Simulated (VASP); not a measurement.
# HfSi15 (a cell with a defect) in VASP: relaxation of the atoms with PBE

Aim: the relaxation of the atoms of HfSi15 (a cell with a defect) with PBE.

All numbers are computed with VASP 6.6.1; they aren't measurements. Logs are shortened: lines on timing, memory, paths and dates and some standing lists are left out, and cuts for length are marked.

## 1. The cell of the first run

The cell holds a defect, 16 atoms: a = 7.736 Å, b = 7.736 Å, c = 7.736 Å, α = 60.00°, β = 60.00°, γ = 60.00°.

## 2. Relaxation of the atoms, PBE, collinear spin

File INCAR:

```
SYSTEM = HfSi15
  PREC = Accurate
  ENCUT = 520
  EDIFF = 1E-6
  ISMEAR = 0
  SIGMA = 0.01
  LREAL = Auto
  LASPH = .True.
  NELM = 150
  ALGO = Fast
  ISIF = 2
  LWAVE = .False.
  LCHARG = .False.
  ISPIN = 2
  MAGMOM = 0.2 0 0 0 0 0 0 0 0.2 0 0 0 0.2 0.2 0.2 0
  LORBIT = 11
  LMAXMIX = 4
  GGA = PE
  IBRION = 2
  NSW = 65
  EDIFFG = -0.025
  NELECT = 69.0
```

File KPOINTS:

```
regular mesh
0
Gamma
  2 2 2
  0 0 0
```

File POSCAR:

```
HfSi15
1.0
    0.0000000000      5.4700936587     -5.4700936587
    5.4700936587      5.4700936587      0.0000000000
    5.4700936587      0.0000000000     -5.4700936587
Hf Si
1 15
Direct
    0.3750000000      0.3750000000      0.3750000000
    0.3728337880      0.8771662120      0.3728337880
    0.8771662120      0.3728337880      0.3728337880
    0.8771662120      0.8771662120      0.3728337880
    0.3728337880      0.3728337880      0.8771662120
    0.3728337880      0.8771662120      0.8771662120
    0.8771662120      0.3728337880      0.8771662120
    0.8750000000      0.8750000000      0.8750000000
    0.5089426083      0.5089426083     -0.0268278248
    0.5012312556     -0.0004104185     -0.0004104185
    0.9995895815      0.5012312556     -0.0004104185
    0.9995895815     -0.0004104185     -0.0004104185
    0.5089426083      0.5089426083      0.5089426083
    0.5089426083     -0.0268278248      0.5089426083
    0.9731721752      0.5089426083      0.5089426083
    0.9995895815     -0.0004104185      0.5012312556
```

Potentials or basis: VASP PAW PBE potentials, release 64 (Hf_pv, Si).

Command:

```sh
cat potpaw_PBE.64/Hf_pv/POTCAR potpaw_PBE.64/Si/POTCAR > POTCAR
mpirun -np 1 vasp_std > vasp.out
```

OUTCAR:

```text
SYSTEM = HfSi15
   PREC = Accurate
   ENCUT = 520
   EDIFF = 1E-6
   ISMEAR = 0
   LREAL = Auto
   LASPH = .True.
   NELM = 150
   ISIF = 2
   ISPIN = 2
   LORBIT = 11
   GGA = PE
   IBRION = 2
   NSW = 65
   EDIFFG = -0.025
   NELECT = 69.0

 ion  position               nearest neighbor table
   1  0.375  0.375  0.375-   9 2.54  14 2.54  15 2.54  13 2.54
   2  0.373  0.877  0.373-  13 2.33  14 2.33  10 2.36  16 2.36
   3  0.877  0.373  0.373-  13 2.33  15 2.33  11 2.36  16 2.36
   4  0.877  0.877  0.373-  14 2.33  15 2.33  12 2.36  16 2.36
   5  0.373  0.373  0.877-  13 2.33   9 2.33  11 2.36  10 2.36
   6  0.373  0.877  0.877-   9 2.33  14 2.33  12 2.36  10 2.36
[... 8 lines left out ...]
  15  0.973  0.509  0.509-   4 2.33   7 2.33   3 2.33   1 2.54
  16  1.000  1.000  0.501-   2 2.36   3 2.36   4 2.36   8 2.36

  LATTYP: Found a face centered cubic cell.
 ALAT       =    10.9401873174

  Lattice vectors:

 A1 = (   0.0000000000,   5.4700936587,  -5.4700936587)
 A2 = (   5.4700936587,   5.4700936587,   0.0000000000)
 A3 = (   5.4700936587,   0.0000000000,  -5.4700936587)

Analysis of symmetry for initial positions (statically):
=====================================================================
 Subroutine PRICEL returns:
 Original cell was already a primitive cell.

 Routine SETGRP: Setting up the symmetry group for a
 face centered cubic supercell.

 Subroutine GETGRP returns: Found 24 space group operations
 (whereof  6 operations were pure point group operations)
 out of a pool of 48 trial point group operations.

The static configuration has the point symmetry C_3v.
 The point group associated with its full space group is T_d .

Analysis of symmetry for dynamics (positions and initial velocities):
=====================================================================
 Subroutine PRICEL returns:
 Original cell was already a primitive cell.

 Routine SETGRP: Setting up the symmetry group for a
 face centered cubic supercell.

 Subroutine GETGRP returns: Found 24 space group operations
 (whereof  6 operations were pure point group operations)
 out of a pool of 48 trial point group operations.

The dynamic configuration has the point symmetry C_3v.
 The point group associated with its full space group is T_d .

Analysis of structural, dynamic, and magnetic symmetry:
=====================================================================
 Subroutine PRICEL returns:
 Original cell was already a primitive cell.

 Routine SETGRP: Setting up the symmetry group for a
 face centered cubic supercell.

 Subroutine GETGRP returns: Found 24 space group operations
 (whereof  6 operations were pure point group operations)
 out of a pool of 48 trial point group operations.

The overall configuration has the point symmetry C_3v.
 The point group associated with its full space group is T_d .

 Subroutine INISYM returns: Found 24 space group operations
 (whereof  6 operations are pure point group operations),
 and found     1 'primitive' translations

----------------------------------------------------------------------------------------

                                     Primitive cell

  volume of cell :     327.3515

  direct lattice vectors                    reciprocal lattice vectors
     0.000000000  5.470093659 -5.470093659    -0.091406113  0.091406113 -0.091406113
     5.470093659  5.470093659  0.000000000     0.091406113  0.091406113  0.091406113
     5.470093659  0.000000000 -5.470093659     0.091406113 -0.091406113 -0.091406113

  length of vectors
     7.735880640  7.735880640  7.735880640     0.158320032  0.158320032  0.158320032

  position of ions in fractional coordinates (direct lattice)
     0.375000000  0.375000000  0.375000000
     0.372833788  0.877166212  0.372833788
     0.877166212  0.372833788  0.372833788
     0.877166212  0.877166212  0.372833788
     0.372833788  0.372833788  0.877166212
     0.372833788  0.877166212  0.877166212
[... 8 lines left out ...]
     0.973172175  0.508942608  0.508942608
     0.999589581  0.999589581  0.501231256

  ion indices of the primitive-cell ions
   primitive index   ion index
                 1           1
                 2           2
                 3           3
                 4           4
                 5           5
                 6           6
[... 8 lines left out ...]
                15          15
                16          16

----------------------------------------------------------------------------------------

 KPOINTS: regular mesh

Automatic generation of k-mesh.
 Grid dimensions read from file:
 generate k-points for:    2    2    2

 Generating k-lattice:

  Cartesian coordinates                     Fractional coordinates (reciprocal lattice)
    -0.045703057  0.045703057 -0.045703057     0.500000000  0.000000000  0.000000000
     0.045703057  0.045703057  0.045703057     0.000000000  0.500000000  0.000000000
     0.045703057 -0.045703057 -0.045703057     0.000000000  0.000000000  0.500000000

  Length of vectors
     0.079160016  0.079160016  0.079160016

  Shift w.r.t. Gamma in fractional coordinates (k-lattice)
     0.000000000  0.000000000  0.000000000

 Subroutine IBZKPT returns following result:
 ===========================================

 Found      3 irreducible k-points:

 Following reciprocal coordinates:
            Coordinates               Weight
  0.000000  0.000000  0.000000      1.000000
  0.500000  0.000000  0.000000      4.000000
  0.500000  0.500000  0.000000      3.000000
   k-points           NKPTS =      3   k-points in BZ     NKDIM =      3   number of bands    NBANDS=     44
   number of dos      NEDOS =    301   number of ions     NIONS =     16
   total plane-waves  NPLWV = 216000
   dimension x,y,z NGX =    60 NGY =   60 NGZ =   60
   dimension x,y,z NGXF=   120 NGYF=  120 NGZF=  120
   ions per type =               1  15
   NGX,Y,Z   is equivalent  to a cutoff of  12.89, 12.89, 12.89 a.u.
   NGXF,Y,Z  is equivalent  to a cutoff of  25.79, 25.79, 25.79 a.u.
 SYSTEM =  HfSi15
   PREC   = accura    normal or accurate (medium, high low for compatibility)
   ISTART =      0    job   : 0-new  1-cont  2-samecut
   ICHARG =      2    charge: 1-file 2-atom 10-const
   ISPIN  =      2    spin polarized calculation?
   LNONCOLLINEAR =      F non collinear calculations
   LSORBIT =      F    spin-orbit coupling
   LASPH  =      T    aspherical Exc in radial PAW
   ENCUT  =  520.0 eV  38.22 Ry    6.18 a.u.  14.38 14.38 14.38*2*pi/ulx,y,z
   NELM   =    150;   NELMIN=  2; NELMDL= -5     # of ELM steps
   EDIFF  = 0.1E-05   stopping-criterion for ELM
   LREAL  =      T    real-space projection
   EDIFFG = -.3E-01   stopping-criterion for IOM
   NSW    =     65    number of steps for IOM
   IBRION =      2    ionic relax: 0-MD 1-quasi-New 2-CG
   NFREE  =      1    steps in history (QN), initial steepest desc. (CG)
   ISIF   =      2    stress and relaxation
   ISYM   =      2    0-nonsym 1-usesym 2-fastsym
   POTIM  = 0.5000    time-step for ionic-motion
   TEBEG  =    0.0;   TEEND  =   0.0 temperature during run
   PSTRESS=    0.0 pullay stress
   NELECT =      69.0000    total number of electrons
   NUPDOWN=      -1.0000    fix difference up-down
   EMIN   =  10.00;   EMAX   =-10.00  energy-range for DOS
   EFERMI =   0.00;   METHOD = LEGACY
   ISMEAR =     0;   SIGMA  =   0.01  broadening in eV -4-tet -1-fermi 0-gaus
   EFERMI_NEDOS =   21; number of points for ismear=-14 and -15
   IALGO  =     68    algorithm
   IMIX   =      4    mixing-type and parameters
     AMIX     =   0.40;   BMIX     =  1.00
     AMIX_MAG =   1.60;   BMIX_MAG =  1.00
  volume/ion in A,a.u.               =      20.46       138.07
  Fermi-wavevector in a.u.,A,eV,Ry     =   0.974286  1.841133 12.915100  0.949233
  Thomas-Fermi vector in A             =   2.104733
   LORBIT       =     11    0 simple, 1 ext, 2 COOP (PROOUT), +10 PAW based schemes
   GGA     = PE    functional components
   LHFCALC =     F    Hartree Fock is set to
   AEXX    =    0.0000 exact exchange contribution
   IVDW    =     0    specifies the selected vdW correction
   LEPSILON=     F    determine dielectric tensor
   LRPA    =     F    only Hartree local field effects (RPA)
 conjugate gradient relaxation of ions
 spin polarized calculation
 RMM-DIIS sequential band-by-band and
 Gauss-broadening in eV      SIGMA  =   0.01
  energy-cutoff  :      520.00
  volume of cell :      327.35
 maximum number of plane-waves:      8824
 NGX is ok and might be reduce to    60
   NGX = 29   NGY = 29   NGZ = 29

--------------------------------------- Ionic step        1  -------------------------------------------

 number of electron      69.0000004 magnetization       0.4998487

 Free energy of the ion-electron system (eV)
  ---------------------------------------------------
  ext. energy  EPLUGINS =         0.00000000
  ---------------------------------------------------
  free energy    TOTEN  =       -93.11465951 eV

  energy without entropy =      -93.11273123  energy(sigma->0) =      -93.11369537

------------------------ aborting loop because EDIFF is reached ----------------------------------------

  FORCE on cell =-STRESS in cart. coord.  units (eV):
  Direction    XX          YY          ZZ          XY          YZ          ZX
  --------------------------------------------------------------------------------------
  -------------------------------------------------------------------------------------
  Total       -1.2647862     -1.2647862     -1.2647862      0.0000000     -0.0000000      0.0000000
  in kB       -6.1903243     -6.1903243     -6.1903243      0.0000000     -0.0000000      0.0000000
  external PRESSURE =      -6.1903243 kB  Pullay stress =       0.0000000 kB
[... 85 lines left out ...]
  energy  without entropy=      -93.1993653679  energy(sigma->0) =      -93.20032951

--------------------------------------- Ionic step        3  -------------------------------------------

 number of electron      69.0000001 magnetization       0.5000000

 Free energy of the ion-electron system (eV)
  ---------------------------------------------------
  ext. energy  EPLUGINS =         0.00000000
  ---------------------------------------------------
  free energy    TOTEN  =       -93.21450080 eV

  energy without entropy =      -93.21257252  energy(sigma->0) =      -93.21353666

 E-fermi :   5.5752     XC(G=0):  -9.4105

 val. band max:        5.5721644651   @ k =   0.5000   0.5000   0.0000
 cond. band min:       5.6914965259   @ k =   0.0000   0.0000   0.0000
 fundamental gap:      0.1193320608
 Fermi energy:         5.5752096645

 spin component 1

 k-point     1 :       0.0000    0.0000    0.0000
  band No.  band energies     occupation
      1     -25.2452      1.00000
      2     -25.2452      1.00000
      3     -25.2452      1.00000
      4      -6.1784      1.00000
      5      -4.0347      1.00000
      6      -4.0347      1.00000
[... 130 lines left out ...]
     43       8.1593      0.00000
     44       8.1618      0.00000
 Fermi energy:         5.5752096645

 spin component 2

 k-point     1 :       0.0000    0.0000    0.0000
  band No.  band energies     occupation
      1     -25.1822      1.00000
      2     -25.1822      1.00000
      3     -25.1822      1.00000
      4      -6.1591      1.00000
      5      -4.0131      1.00000
      6      -4.0131      1.00000
[... 173 lines left out ...]
  FREE ENERGIE OF THE ION-ELECTRON SYSTEM (eV)
  ---------------------------------------------------
  free  energy   TOTEN  =       -93.2145008020 eV

  energy  without entropy=      -93.2125725230  energy(sigma->0) =      -93.21353666

 reached required accuracy - stopping structural energy minimisation

 total charge

# of ion       s       p       d       tot
------------------------------------------
    1        0.415   6.270   1.555   8.241
    2        0.741   0.929   0.000   1.670
    3        0.741   0.929   0.000   1.670
    4        0.741   0.929   0.000   1.670
    5        0.741   0.929   0.000   1.670
    6        0.741   0.929   0.000   1.670
[... 8 lines left out ...]
   15        0.765   0.946   0.000   1.711
   16        0.738   0.938   0.000   1.677
--------------------------------------------------
tot         11.609  20.329   1.555  33.493

 magnetization (x)

# of ion       s       p       d       tot
------------------------------------------
    1        0.002   0.039   0.105   0.145
    2       -0.000   0.003   0.000   0.003
    3       -0.000   0.003   0.000   0.003
    4       -0.000   0.003   0.000   0.003
    5       -0.000   0.003   0.000   0.003
    6       -0.000   0.003   0.000   0.003
[... 8 lines left out ...]
   15        0.001   0.033   0.000   0.034
   16        0.000   0.002   0.000   0.002
--------------------------------------------------
tot          0.004   0.198   0.105   0.306
```

It took 5.6 min on 1 thread of AMD EPYC 9755, shared host; peak memory 0.63 GiB.

Results:

* Free energy: -93.2145 eV
* Energy gained by relaxing: 6.2 meV/atom
* Ionic steps: 3
* Largest force after relaxing: 0.006 eV/Å
* Net moment: 0.50 μB per cell
* Site moments: Hf +0.14; Si +0.00, -0.00, +0.03 (each value once) μB
* Valence electrons inside the program's atomic spheres: Hf 8.24; Si 1.67, 1.68, 1.71 (each value once)

Forces in eV/Å, atoms in the order of the input:
```
Hf   0.000  0.000  0.000
Si   0.000  0.000 -0.004
Si   0.004  0.000  0.000
Si   0.000 -0.004  0.000
Si   0.000  0.004  0.000
Si  -0.004  0.000  0.000
Si   0.000  0.000  0.004
Si   0.000  0.000  0.000
Si  -0.003  0.003  0.003
Si  -0.002  0.002 -0.002
Si   0.002  0.002  0.002
Si  -0.002 -0.002  0.002
Si   0.003  0.003 -0.003
Si  -0.003 -0.003 -0.003
Si   0.003 -0.003  0.003
Si   0.002 -0.002 -0.002
```

The path:
| step | energy change (eV) | largest force (eV/Å) | pressure (GPa) |
| --- | --- | --- | --- |
| 1 | 0.0000 | 0.6455 | -0.62 |
| 2 | -0.0866 | 0.2255 | -0.97 |
| 3 | -0.0998 | 0.0057 | -1.17 |

Final structure:
```yaml
crystal:
  lattice:
    - [0.00000, 5.47009, -5.47009]
    - [5.47009, 5.47009, 0.00000]
    - [5.47009, 0.00000, -5.47009]
  atoms:
    - { symbol: Hf, position: [0.37500, 0.37500, 0.37500] }
    - { symbol: Si, position: [0.37021, 0.87979, 0.37021] }
    - { symbol: Si, position: [0.87979, 0.37021, 0.37021] }
    - { symbol: Si, position: [0.87979, 0.87979, 0.37021] }
    - { symbol: Si, position: [0.37021, 0.37021, 0.87979] }
    - { symbol: Si, position: [0.37021, 0.87979, 0.87979] }
    - { symbol: Si, position: [0.87979, 0.37021, 0.87979] }
    - { symbol: Si, position: [0.87500, 0.87500, 0.87500] }
    - { symbol: Si, position: [0.51153, 0.51153, 0.96540] }
    - { symbol: Si, position: [0.50358, 0.99881, 0.99881] }
    - { symbol: Si, position: [0.99881, 0.50358, 0.99881] }
    - { symbol: Si, position: [0.99881, 0.99881, 0.99881] }
    - { symbol: Si, position: [0.51153, 0.51153, 0.51153] }
    - { symbol: Si, position: [0.51153, 0.96540, 0.51153] }
    - { symbol: Si, position: [0.96540, 0.51153, 0.51153] }
    - { symbol: Si, position: [0.99881, 0.99881, 0.50358] }
```

Caveat: the k points lie up to 0.50 Å⁻¹ apart; the cell carries a net charge on a neutralising background, which shifts energy and pressure; the cell is charged against a uniform background, so pressure and absolute levels hang on convention; spin-orbit coupling is left out, which moves the levels of the heavy elements.
